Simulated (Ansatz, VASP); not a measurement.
# SiO2: VASP beside Ansatz

```xyz
6
Lattice="-2.3256 2.3256 3.6676 2.3256 -2.3256 3.6676 2.3256 2.3256 -3.6676" Properties=species:S:1:pos:R:3 pbc="T T T"
Si    0.0000    0.0000    0.0000
Si    0.0000    2.3256    1.8338
O     1.1628    2.8994    2.7507
O     0.5739    1.1628    0.9169
O    -1.1628    1.7517    2.7507
O    -0.5739    3.4884    0.9169
```

Change from the starting cell: volume scaled by 0.94.

Alike in both runs: task single point; functional PBEsol; k mesh 7 × 7 × 7; occupations fermi-dirac, width 0.03 eV; no spin polarisation.

```csv
,VASP,Ansatz
version,VASP 6.6.1,Ansatz 0.2.0
potentials or method,"VASP PAW PBE potentials, release 64 (Si, O), cutoff 520 eV","all-electron LAPW, scalar-relativistic"
```

|  | VASP | Ansatz | Ansatz less VASP |
| --- | --- | --- | --- |
| gap on the k mesh at the Fermi level (eV) | 6.36 | 6.37 | +0.008 |
| pressure (GPa) | 13.8 | 12.9 | -0.83 |
| traceless stress, the component that is largest in VASP (GPa) | -1.05 | -1.14 | -0.093 |
| rms of the force components (eV/Å) | 0.428 | 0.405 | -0.0223 |

VASP's potentials were made for PBE, not for PBEsol. Atom by atom the forces differ by 0.022 eV/Å (rms over components). Ansatz ran all-electron here, and VASP with PAW potentials.
